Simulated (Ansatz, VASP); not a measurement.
## Two plane-wave programs on Ge

```
Ge
1.0
    -2.57449    2.57449    1.36248
     2.57449   -2.57449    1.36248
     2.57449    2.57449   -1.36248
Ge
2
Direct
  0.25000 0.75000 0.50000
  0.50000 0.50000 0.00000
```

Change from the starting cell: strain -0.0250 x Voigt [0, 0, 1, 0, 0, 0], atoms carried along.

Alike in both runs: task single point; functional r2SCAN; k mesh 20 × 20 × 20; occupations gaussian, width 0.15 eV; no spin polarisation.

```csv
,VASP,Ansatz
version,VASP 6.6.1,Ansatz 0.2.0
potentials or method,"VASP PAW PBE potentials, release 64 (Ge_d), cutoff 520 eV","scalar-relativistic, plane waves, PAW"
valence electrons in the cell,28,28
```

```csv
,VASP,Ansatz,Ansatz less VASP
gap on the k mesh at the Fermi level (eV),none,none,-
pressure (GPa),2.7,2.8,+0.15
"traceless stress, the component that is largest in VASP (GPa)",2.22,2.22,0.000
```

VASP's potentials were made for PBE, not for r2SCAN. A gap of «none» marks a metal or a gap that the smearing closes. With one functional, cell and mesh, what is left measures potentials, basis and numerics.
